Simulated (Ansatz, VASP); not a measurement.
# Two plane-wave programs on PbS

```xyz
2
Lattice="0.0000 2.9650 2.8909 2.9650 0.0000 2.8909 2.9650 2.9650 0.0000" Properties=species:S:1:pos:R:3 pbc="T T T"
Pb    0.0000    0.0000    0.0000
S     2.9650    2.9650    2.8909
```

Change from the starting cell: strain +0.000 along x and y, -0.025 along z, atoms carried along.

Alike in both runs: task single point; functional PBEsol; k mesh 10 × 10 × 10; occupations gaussian, width 0.03 eV; no spin polarisation.

|  | VASP | Ansatz |
| --- | --- | --- |
| version | VASP 6.6.1 | Ansatz 0.2.0 |
| potentials or method | VASP PAW PBE potentials, release 64 (Pb_d, S), cutoff 520 eV | scalar-relativistic, plane waves, PAW |
| valence electrons in the cell | 20 | 20 |

Ansatz gave:

```
gap on the k mesh at the Fermi level (eV)                     : 0.13
least direct gap on the mesh (eV)                             : 0.13
pressure (GPa)                                                : 0.8
traceless stress, the component that is largest in VASP (GPa) : 2.47
```

Which values does VASP return?

gap on the k mesh at the Fermi level (eV): 0.13; least direct gap on the mesh (eV): 0.13; pressure (GPa): 0.8; traceless stress, the component that is largest in VASP (GPa): 2.48.

VASP's potentials were made for PBE, not for PBEsol.

Neither program's run includes spin-orbit coupling.
